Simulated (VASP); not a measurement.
# GaN in VASP: single point with PBE

Aim: the single point of GaN with PBE.

Program: VASP 6.6.1. These are calculated values, not measurements. Logs are shortened: lines on timing, memory, paths and dates and some standing lists are left out, and cuts for length are marked.

## (1) The cell of the first run

The cell holds a slab with vacuum, 16 atoms: a = 6.437 Å, b = 5.243 Å, c = 19.191 Å, α = 90.00°, β = 90.00°, γ = 90.00°.

## (2) Single point, PBE

Contents of INCAR:

```
PREC = Accurate
ENCUT = 520
EDIFF = 1E-6
ISMEAR = 0
SIGMA = 0.05
LREAL = Auto
LASPH = True
NELM = 80
ALGO = Normal
ISIF = 2
LWAVE = False
LCHARG = False
LDIPOL = True
IDIPOL = 3
DIPOL = 0.5 0.5 0.305
GGA = PE
NBANDS = 86
```

Contents of KPOINTS:

```
regular mesh
0
Gamma
  4 5 1
```

Contents of POSCAR:

```
GaN
1.0
    6.4373054514      0.0000000000      0.0000000000
    0.0000000000      5.2434880734      0.0000000000
    0.0000000000      0.0000000000     19.1910778300
Ga N
8 8
Direct
    0.0000000000      0.0008659249      0.2084301901
    0.5000000000      0.0008659249      0.2084301901
    0.2500000000      0.5008659249      0.2568456578
    0.7500000000      0.5008659249      0.2568456578
    0.2500000000      0.9918618155      0.3610150163
    0.7500000000      0.9918618155      0.3610150163
    0.0000000000      0.4623164214      0.3897090821
    0.5000000000      0.4623164214      0.3897090821
    0.0000000000      0.6241340751      0.2084301901
    0.5000000000      0.6241340751      0.2084301901
    0.2500000000      0.1241340751      0.2568456578
    0.7500000000      0.1241340751      0.2568456578
    0.2500000000      0.6214454683      0.3602829984
    0.7500000000      0.6214454683      0.3602829984
    0.0000000000      0.1155219640      0.4007632035
    0.5000000000      0.1155219640      0.4007632035
```

Potentials or basis: VASP PAW PBE potentials, release 64 (Ga_d, N).

Run with:

```
$ cat potpaw_PBE.64/Ga_d/POTCAR potpaw_PBE.64/N/POTCAR > POTCAR
$ mpirun -np 1 vasp_std > vasp.out
```

OUTCAR:

```text
PREC = Accurate
   ENCUT = 520
   EDIFF = 1E-6
   ISMEAR = 0
   LREAL = Auto
   LASPH = True
   NELM = 80
   ISIF = 2
   GGA = PE

 ion  position               nearest neighbor table
   1  0.000  0.001  0.208-  11 1.97  12 1.97   9 1.98
   2  0.500  0.001  0.208-  11 1.97  12 1.97  10 1.98
   3  0.250  0.501  0.257-   9 1.97  10 1.97  11 1.98  13 2.08
   4  0.750  0.501  0.257-   9 1.97  10 1.97  12 1.98  14 2.08
   5  0.250  0.992  0.361-  15 1.90  16 1.90  13 1.94  11 2.12
   6  0.750  0.992  0.361-  15 1.90  16 1.90  14 1.94  12 2.12
   7  0.000  0.462  0.390-  15 1.83  14 1.90  13 1.90
   8  0.500  0.462  0.390-  16 1.83  14 1.90  13 1.90
   9  0.000  0.624  0.208-   3 1.97   4 1.97   1 1.98
  10  0.500  0.624  0.208-   3 1.97   4 1.97   2 1.98
  11  0.250  0.124  0.257-   1 1.97   2 1.97   3 1.98   5 2.12
  12  0.750  0.124  0.257-   1 1.97   2 1.97   4 1.98   6 2.12
  13  0.250  0.621  0.360-   7 1.90   8 1.90   5 1.94   3 2.08
  14  0.750  0.621  0.360-   7 1.90   8 1.90   6 1.94   4 2.08
  15  0.000  0.116  0.401-   7 1.83   6 1.90   5 1.90
  16  0.500  0.116  0.401-   8 1.83   6 1.90   5 1.90

  LATTYP: Found a simple orthorhombic cell.
 ALAT       =     5.2434880734
 B/A-ratio  =     1.2276761883
 C/A-ratio  =     3.6599831184

  Lattice vectors:

 A1 = (   0.0000000000,  -5.2434880734,   0.0000000000)
 A2 = (   6.4373054514,   0.0000000000,   0.0000000000)
 A3 = (   0.0000000000,   0.0000000000,  19.1910778300)

Analysis of symmetry for initial positions (statically):
=====================================================================
 Subroutine PRICEL returns following result:

  LATTYP: Found a simple orthorhombic cell.
 ALAT       =     3.2186527257
 B/A-ratio  =     1.6290940714
 C/A-ratio  =     5.9624567996

  Lattice vectors:

 A1 = (   3.2186527257,   0.0000000000,   0.0000000000)
 A2 = (   0.0000000000,   5.2434880734,   0.0000000000)
 A3 = (   0.0000000000,   0.0000000000,  19.1910778300)

   2 primitive cells build up your supercell.

 Routine SETGRP: Setting up the symmetry group for a
 simple orthorhombic supercell.

 Subroutine GETGRP returns: Found  2 space group operations
 (whereof  2 operations were pure point group operations)
 out of a pool of  8 trial point group operations.

The static configuration has the point symmetry C_1h.

Analysis of symmetry for dynamics (positions and initial velocities):
=====================================================================
 Subroutine PRICEL returns following result:

  LATTYP: Found a simple orthorhombic cell.
 ALAT       =     3.2186527257
 B/A-ratio  =     1.6290940714
 C/A-ratio  =     5.9624567996

  Lattice vectors:

 A1 = (   3.2186527257,   0.0000000000,   0.0000000000)
 A2 = (   0.0000000000,   5.2434880734,   0.0000000000)
 A3 = (   0.0000000000,   0.0000000000,  19.1910778300)

   2 primitive cells build up your supercell.

 Routine SETGRP: Setting up the symmetry group for a
 simple orthorhombic supercell.

 Subroutine GETGRP returns: Found  2 space group operations
 (whereof  2 operations were pure point group operations)
 out of a pool of  8 trial point group operations.

The dynamic configuration has the point symmetry C_1h.

 Subroutine INISYM returns: Found  2 space group operations
 (whereof  2 operations are pure point group operations),
 and found     2 'primitive' translations

----------------------------------------------------------------------------------------

                                     Primitive cell

  volume of cell :     323.8872

  direct lattice vectors                    reciprocal lattice vectors
     3.218652726  0.000000000  0.000000000     0.310689001  0.000000000  0.000000000
     0.000000000  5.243488073  0.000000000     0.000000000  0.190712744  0.000000000
     0.000000000  0.000000000 19.191077830     0.000000000  0.000000000  0.052107548

  length of vectors
     3.218652726  5.243488073 19.191077830     0.310689001  0.190712744  0.052107548

  position of ions in fractional coordinates (direct lattice)
     0.000000000  0.000865925  0.208430190
     0.500000000  0.500865925  0.256845658
     0.500000000  0.991861816  0.361015016
     0.000000000  0.462316421  0.389709082
     0.000000000  0.624134075  0.208430190
     0.500000000  0.124134075  0.256845658
     0.500000000  0.621445468  0.360282998
     0.000000000  0.115521964  0.400763203

  ion indices of the primitive-cell ions
   primitive index   ion index
                 1           1
                 2           3
                 3           5
                 4           7
                 5           9
                 6          11
                 7          13
                 8          15

----------------------------------------------------------------------------------------

 KPOINTS: regular mesh

Automatic generation of k-mesh.
 Grid dimensions read from file:
 generate k-points for:    4    5    1

 Generating k-lattice:

  Cartesian coordinates                     Fractional coordinates (reciprocal lattice)
     0.038836125  0.000000000  0.000000000     0.250000000  0.000000000  0.000000000
     0.000000000  0.038142549  0.000000000     0.000000000  0.200000000  0.000000000
     0.000000000  0.000000000  0.052107548     0.000000000  0.000000000  1.000000000

  Length of vectors
     0.038836125  0.038142549  0.052107548

  Shift w.r.t. Gamma in fractional coordinates (k-lattice)
     0.000000000  0.000000000  0.000000000

 Subroutine IBZKPT returns following result:
 ===========================================

 Found      9 irreducible k-points:

 Following reciprocal coordinates:
            Coordinates               Weight
  0.000000  0.000000  0.000000      1.000000
  0.250000  0.000000  0.000000      2.000000
  0.500000  0.000000  0.000000      1.000000
  0.000000  0.200000  0.000000      2.000000
  0.250000  0.200000  0.000000      4.000000
  0.500000  0.200000  0.000000      2.000000
  0.000000  0.400000  0.000000      2.000000
  0.250000  0.400000  0.000000      4.000000
  0.500000  0.400000  0.000000      2.000000
   k-points           NKPTS =      9   k-points in BZ     NKDIM =      9   number of bands    NBANDS=     86
   number of dos      NEDOS =    301   number of ions     NIONS =     16
   total plane-waves  NPLWV = 276480
   dimension x,y,z NGX =    48 NGY =   40 NGZ =  144
   dimension x,y,z NGXF=    96 NGYF=   80 NGZF=  288
   ions per type =               8   8
   NGX,Y,Z   is equivalent  to a cutoff of  12.40, 12.68, 12.47 a.u.
   NGXF,Y,Z  is equivalent  to a cutoff of  24.79, 25.36, 24.95 a.u.
 SYSTEM =  unknown system
   PREC   = accura    normal or accurate (medium, high low for compatibility)
   ISTART =      0    job   : 0-new  1-cont  2-samecut
   ICHARG =      2    charge: 1-file 2-atom 10-const
   ISPIN  =      1    spin polarized calculation?
   LNONCOLLINEAR =      F non collinear calculations
   LSORBIT =      F    spin-orbit coupling
   LASPH  =      T    aspherical Exc in radial PAW
   ENCUT  =  520.0 eV  38.22 Ry    6.18 a.u.  11.97  9.75 35.68*2*pi/ulx,y,z
   NELM   =     80;   NELMIN=  2; NELMDL= -5     # of ELM steps
   EDIFF  = 0.1E-05   stopping-criterion for ELM
   LREAL  =      T    real-space projection
   EDIFFG = 0.1E-04   stopping-criterion for IOM
   NSW    =      0    number of steps for IOM
   IBRION =     -1    ionic relax: 0-MD 1-quasi-New 2-CG
   NFREE  =      0    steps in history (QN), initial steepest desc. (CG)
   ISIF   =      2    stress and relaxation
   ISYM   =      2    0-nonsym 1-usesym 2-fastsym
   POTIM  = 0.5000    time-step for ionic-motion
   TEBEG  =    0.0;   TEEND  =   0.0 temperature during run
   PSTRESS=    0.0 pullay stress
   NELECT =     144.0000    total number of electrons
   NUPDOWN=      -1.0000    fix difference up-down
   EMIN   =  10.00;   EMAX   =-10.00  energy-range for DOS
   EFERMI =   0.00;   METHOD = LEGACY
   ISMEAR =     0;   SIGMA  =   0.05  broadening in eV -4-tet -1-fermi 0-gaus
   EFERMI_NEDOS =   21; number of points for ismear=-14 and -15
   IALGO  =     38    algorithm
   IMIX   =      4    mixing-type and parameters
     AMIX     =   0.40;   BMIX     =  1.00
     AMIX_MAG =   1.60;   BMIX_MAG =  1.00
  volume/ion in A,a.u.               =      40.49       273.21
  Fermi-wavevector in a.u.,A,eV,Ry     =   0.991717  1.874073 13.381364  0.983503
  Thomas-Fermi vector in A             =   2.123478
   LORBIT       =      0    0 simple, 1 ext, 2 COOP (PROOUT), +10 PAW based schemes
   GGA     = PE    functional components
   LHFCALC =     F    Hartree Fock is set to
   AEXX    =    0.0000 exact exchange contribution
   IVDW    =     0    specifies the selected vdW correction
   LEPSILON=     F    determine dielectric tensor
   LRPA    =     F    only Hartree local field effects (RPA)
 non-spin polarized calculation
 Gauss-broadening in eV      SIGMA  =   0.05
  energy-cutoff  :      520.00
  volume of cell :      647.77
 maximum number of plane-waves:     17476
 NGX is ok and might be reduce to    48
   NGX = 23   NGY = 19   NGZ = 71

 dipolmoment           0.000000      0.000000     -0.000004 electrons x Angstroem

 number of electron     143.9999998 magnetization

 dipolmoment           0.000000      0.000000      0.011606 electrons x Angstroem

 Free energy of the ion-electron system (eV)
  ---------------------------------------------------
  ext. energy  EPLUGINS =         0.00000000
  ---------------------------------------------------
  free energy    TOTEN  =       -90.13643160 eV

  energy without entropy =      -90.13643160  energy(sigma->0) =      -90.13643160

 E-fermi :  -1.8124     XC(G=0):  -4.1224

 val. band max:       -2.0949055048   @ k =   0.0000   0.0000   0.0000
 cond. band min:      -1.3247510173   @ k =   0.0000   0.0000   0.0000
 fundamental gap:      0.7701544876
 Fermi energy:        -1.8123607233

 k-point     1 :       0.0000    0.0000    0.0000
  band No.  band energies     occupation
      1     -18.2021      2.00000
      2     -17.7472      2.00000
      3     -17.4592      2.00000
      4     -17.3376      2.00000
      5     -17.2878      2.00000
      6     -17.2408      2.00000
[... 772 lines left out ...]
     83       3.9838      0.00000
     84       3.9838      0.00000
 [bands above 84 left out]

------------------------ aborting loop because EDIFF is reached ----------------------------------------

 vacuum level on the upper side and lower side of the slab       (xc-potential included)        -0.072        -0.132

  FORCE on cell =-STRESS in cart. coord.  units (eV):
  Direction    XX          YY          ZZ          XY          YZ          ZX
  --------------------------------------------------------------------------------------
  -------------------------------------------------------------------------------------
  Total        1.5630436     -2.7720370     -4.8906533      0.0000000      2.1435890      0.0000000
  in kB        3.8659648     -6.8562373    -12.0963318      0.0000000      5.3018609      0.0000000
  external PRESSURE =      -5.0288681 kB  Pullay stress =       0.0000000 kB

 VOLUME and BASIS-vectors are now :
 -----------------------------------------------------------------------------
  energy-cutoff  :      520.00
  volume of cell :      647.77
      direct lattice vectors                 reciprocal lattice vectors
     6.437305451  0.000000000  0.000000000     0.155344501  0.000000000  0.000000000
     0.000000000  5.243488073  0.000000000     0.000000000  0.190712744  0.000000000
     0.000000000  0.000000000 19.191077830     0.000000000  0.000000000  0.052107548

 POSITION                                       TOTAL-FORCE (eV/Angst)
 -----------------------------------------------------------------------------------
      0.00000      0.00454      4.00000        -0.000000     -1.660383      1.902873
      3.21865      0.00454      4.00000        -0.000000     -1.660383      1.902873
      1.60933      2.62628      4.92915         0.000000      0.874361     -1.688030
      4.82798      2.62628      4.92915         0.000000      0.874361     -1.688030
      1.60933      5.20082      6.92827        -0.000000      0.015561      0.036119
      4.82798      5.20082      6.92827        -0.000000      0.015561      0.036119
[... 8 lines left out ...]
      0.00000      0.60574      7.69108        -0.000000      0.025208     -0.036271
      3.21865      0.60574      7.69108        -0.000000      0.025208     -0.036271
 -----------------------------------------------------------------------------------
    total drift:                                0.000000      0.003259      0.006271

  FREE ENERGIE OF THE ION-ELECTRON SYSTEM (eV)
  ---------------------------------------------------
  free  energy   TOTEN  =       -90.1364316037 eV

  energy  without entropy=      -90.1364316037  energy(sigma->0) =      -90.13643160

 vacuum level on the upper side and lower side of the slab         2.945         2.882
```

Wall time 32 min (1 thread of Intel Xeon 8259CL, shared host); peak memory 0.75 GiB.

Results:

```
Free energy            : -90.1364 eV
Largest force          : 2.525 eV/Å
Band gap on the k mesh : 0.77 eV
```

Forces on the atoms (eV/Å):
```
Ga   0.000 -1.660  1.903
Ga   0.000 -1.660  1.903
Ga   0.000  0.874 -1.688
Ga   0.000  0.874 -1.688
Ga   0.000  0.016  0.036
Ga   0.000  0.016  0.036
Ga   0.000 -0.011  0.009
Ga   0.000 -0.011  0.009
N    0.000  0.544  0.696
N    0.000  0.544  0.696
N    0.000  0.230 -0.938
N    0.000  0.230 -0.938
N    0.000 -0.018  0.019
N    0.000 -0.018  0.019
N    0.000  0.025 -0.036
N    0.000  0.025 -0.036
```

Caveat: semilocal functionals underestimate gaps, and a narrow one can read as zero.
